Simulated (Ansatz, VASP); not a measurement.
## SrTe: VASP beside Ansatz

File POSCAR:

```
SrTe
1.0
    0.0000000000      3.3527582055      3.3527582055
    3.3527582055      0.0000000000      3.3527582055
    3.3527582055      3.3527582055      0.0000000000
Sr Te
1 1
Direct
    0.0000000000      0.0000000000      0.0000000000
    0.5000000000      0.5000000000      0.5000000000
```

Contents of INCAR.step1:

```
SYSTEM = SrTe
  PREC = Accurate
  ENCUT = 400
  EDIFF = 1E-5
  ISMEAR = 0
  SIGMA = 0.01
  LREAL = .FALSE.
  LASPH = .TRUE.
  NELM = 120
  ALGO = Normal
  ISIF = 2
  LWAVE = .TRUE.
  LCHARG = .FALSE.
  NBANDS = 15
  GGA = PE
  GGA_COMPAT = .FALSE.
```

Contents of INCAR.step2:

```
SYSTEM = SrTe
  PREC = Accurate
  ENCUT = 400
  EDIFF = 1E-6
  ISMEAR = 0
  SIGMA = 0.01
  LREAL = .FALSE.
  LASPH = .TRUE.
  NELM = 120
  ALGO = Normal
  ISIF = 2
  LWAVE = .FALSE.
  LCHARG = .FALSE.
  GGA = PE
  LHFCALC = .TRUE.
  HFSCREEN = 0.2079
  PRECFOCK = Normal
  NBANDS = 15
  ISTART = 1
  GGA_COMPAT = .FALSE.
```

KPOINTS

```
Automatic mesh
0
G
  4 4 4
  0 0 0
```

Input for Ansatz:

```yaml
crystal:
  lattice:
    - [0.0, 3.3527582055, 3.3527582055]
    - [3.3527582055, 0.0, 3.3527582055]
    - [3.3527582055, 3.3527582055, 0.0]
  atoms:
    - { symbol: Sr, position: [0.0, 0.0, 0.0] }
    - { symbol: Te, position: [0.5, 0.5, 0.5] }
kpoints:
  mp_grid: { grid: [4, 4, 4] }
  band_path:
    path:
      - [0.0, 0.0, 0.0]
      - [0.5, 0.0, 0.5]
      - [0.625, 0.25, 0.625]
      - [0.375, 0.375, 0.75]
      - [0.5, 0.5, 0.5]
      - [0.5, 0.25, 0.75]
      - [0.0, 0.5, 0.5]
    npoints: 1
hamiltonian:
  xc: hse06
scf:
  occupations: { method: fixed }
  n_extra_bands: 4
output:
  forces: true
  stress: true
  eigenvalues: true
```

Alike in both runs: task single point; functional HSE06; k mesh 4 × 4 × 4; no spin polarisation.

|  | VASP | Ansatz |
| --- | --- | --- |
| version | VASP 6.6.1 | Ansatz 0.2.0 |
| potentials or method | VASP PAW PBE potentials, release 64 (Sr_sv, Te) | plane waves, PAW |
| plane-wave cutoff (eV) | 400 | 420 |
| occupations | gaussian, width 0.01 eV | fixed |
| valence electrons in the cell | 16 | 26 |

|  | VASP | Ansatz | Ansatz less VASP |
| --- | --- | --- | --- |
| gap on the k mesh at the Fermi level (eV) | 2.49 | 2.49 | 0.000 |
| pressure (GPa) | -0.2 | -0.1 | +0.06 |

VASP's potentials hold 16 valence electrons a cell and Ansatz's 26, so a difference there can come from the potentials and not from the codes. Ansatz's warnings: stress exchange threshold loose, stress scf threshold loose.

Neither program's run includes spin-orbit coupling.
